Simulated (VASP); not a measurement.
The system is Co.

```
Co
1.0
     2.50740    0.00000    0.00000
     1.25370    2.17147    0.00000
     0.00000    0.00000    8.13980
Co
4
Direct
  0.66667 0.66667 0.12500
  0.66667 0.66667 0.62500
  0.33333 0.33333 0.37500
  0.33333 0.33333 0.87500
```

Base run:

```yaml
Program: VASP 6.6.1
Functional: PBE
Potentials_or_basis: VASP PAW PBE potentials, release 64 (Co)
Cutoff: 520 eV
k_mesh: 14 × 14 × 4
Occupations: fermi-dirac, width 0.08 eV
Spin: collinear spin, antiferromagnetic start
Starting_moments: "[1.7, -1.7, 1.7, -1.7] μB"
```

Its results: band gap on the k mesh zero (filled and empty bands overlap); pressure -5.5 GPa; net moment 0.00 μB per cell; site moments Co +1.49, -1.49 μB.

Task: The run is repeated on the same cell with these changes: cutoff from 520 eV to 600 eV; moments at the start from [1.7, -1.7, 1.7, -1.7] to [1.7, 1.7, -1.7, -1.7]. What comes out?

Result: Band gap on the k mesh zero (filled and empty bands overlap); pressure -10.3 GPa; net moment 0.00 μB per cell; site moments Co +0.98, -0.98 μB.
